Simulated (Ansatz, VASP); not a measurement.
**WS2: VASP beside Ansatz**

```
W S
1.0
     3.11474    0.00000    0.00000
    -1.55737    2.69745    0.00000
     0.00000    0.00000   11.77235
W S
2 4
Direct
  0.66667 0.33333 0.25000
  0.33333 0.66667 0.75000
  0.66667 0.33333 0.61645
  0.33333 0.66667 0.38355
  0.66667 0.33333 0.88355
  0.33333 0.66667 0.11645
```

Alike in both runs: functional PBEsol; dispersion D3(BJ); k mesh 12 × 12 × 4; occupations gaussian, width 0.02 eV; no spin polarisation.

Ansatz relaxed the structure, and its values are those at the end. VASP's run is a single point on that final structure, the one shown.

|  | VASP | Ansatz |
| --- | --- | --- |
| version | VASP 6.6.1 | Ansatz 0.2.0 |
| potentials or method | VASP PAW PBE potentials, release 64 (W_sv, S), cutoff 520 eV | scalar-relativistic, plane waves, PAW |
| valence electrons in the cell | 52 | 52 |

Ansatz gave:

| Item | Value |
| --- | --- |
| gap on the k mesh at the Fermi level (eV) | 0.66 |
| least direct gap on the mesh (eV) | 1.92 |
| pressure (GPa) | 0.0 |
| rms of the force components (eV/Å) | 0.000 |

What did VASP give for the same quantities?

gap on the k mesh at the Fermi level (eV): 0.68; least direct gap on the mesh (eV): 1.93; pressure (GPa): 0.1; rms of the force components (eV/Å): 0.009.

VASP's potentials were made for PBE, not for PBEsol.

Neither program's run includes spin-orbit coupling.
